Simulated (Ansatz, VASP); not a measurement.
## One calculation of BaS, two programs

```
Ba S
1.0
     0.00000    3.24360    3.24360
     3.24360    0.00000    3.24360
     3.24360    3.24360    0.00000
Ba S
1 1
Direct
  0.00000 0.00000 0.00000
  0.50000 0.50000 0.50000
```

Alike in both runs: task single point; functional r2SCAN; k mesh 6 × 6 × 6; no spin polarisation.

```csv
,VASP,Ansatz
version,VASP 6.6.1,Ansatz 0.2.0
potentials or method,"VASP PAW PBE potentials, release 64 (Ba_sv, S)","plane waves, PAW"
plane-wave cutoff (eV),550,500
occupations,"gaussian, width 0.01 eV",fixed
valence electrons in the cell,16,16
```

```tsv
	VASP	Ansatz	Ansatz less VASP
gap on the k mesh at the Fermi level (eV)	2.54	2.62	+0.081
pressure (GPa)	-0.7	-1.2	-0.50
```

VASP's potentials were made for PBE, not for r2SCAN.

Neither program's run includes spin-orbit coupling.
